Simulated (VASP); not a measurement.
Set up this calculation in VASP 6.6.1, as the native input.

```
Task                   : single point
Functional             : PBEsol
Potentials or basis    : VASP PAW PBE potentials, release 64 (Se, Pt)
Cutoff                 : 520 eV
k mesh                 : 9 × 7 × 1
Occupations            : fermi-dirac, width 0.025 eV
Spin                   : no spin polarisation
Dipole correction      : yes
Further INCAR settings : ALGO = Fast; EDIFF = 1e-06; NBANDS = 56
```

The structure of PtSe2 lies in POSCAR:

```
PtSe2
1.0
    3.7607248976      0.0000000000      0.0000000000
    0.0000000000      4.8633103208      0.0000000000
    0.0000000000      0.0000000000     26.9419054258
Se Pt
8 4
Direct
    0.0000000000      0.2606754617      0.2783767474
    0.0000000000      0.7393245383      0.3589670210
    0.5000000000      0.2606754617      0.3992621579
    0.5000000000      0.7393245383      0.4798524316
    0.0000000000      0.2606754617      0.5201475684
    0.0000000000      0.7393245383      0.6007378421
    0.5000000000      0.2606754617      0.6410329790
    0.5000000000      0.7393245383      0.7216232526
    0.5000000000      0.0000000000      0.3186718842
    0.0000000000      0.0000000000      0.4395572947
    0.5000000000      0.0000000000      0.5604427053
    0.0000000000      0.0000000000      0.6813281158
```

These files were run (other wordings do the same):

INCAR

```
PREC = Accurate ; ENCUT = 520
EDIFF = 1E-6 ; ISMEAR = -1
SIGMA = 0.025 ; LREAL = F
LASPH = T ; NELM = 100
ALGO = Fast ; ISIF = 2
LWAVE = F ; LCHARG = T
LDIPOL = T ; IDIPOL = 3
DIPOL = 0.5 0.5 0.500 ; GGA = PS
LELF = T ; LVHAR = T
LVACPOTAV = T ; NBANDS = 56
```

KPOINTS

```
Automatic mesh
0
Gamma
  9 7 1
```

Potentials or basis: VASP PAW PBE potentials, release 64 (Se, Pt).

Command:

```sh
$ cat potpaw_PBE.64/Se/POTCAR potpaw_PBE.64/Pt/POTCAR > POTCAR
$ mpirun -np 1 vasp_std > vasp.out
```

It gave:

```json
{
 "Largest force": "1.044 eV/Å",
 "Band gap on the k mesh": "zero (bands 44 and 45 overlap by 0.14 eV)"
}
```

Caveat: the PAW data sets were made with another functional, which shifts forces and pressure a little; spin-orbit coupling is left out, which moves the levels of the heavy elements.

It took 23 min on 1 thread of Oxide Virtual Turin-like Processor, on a shared host, peak memory 0.7 GiB.
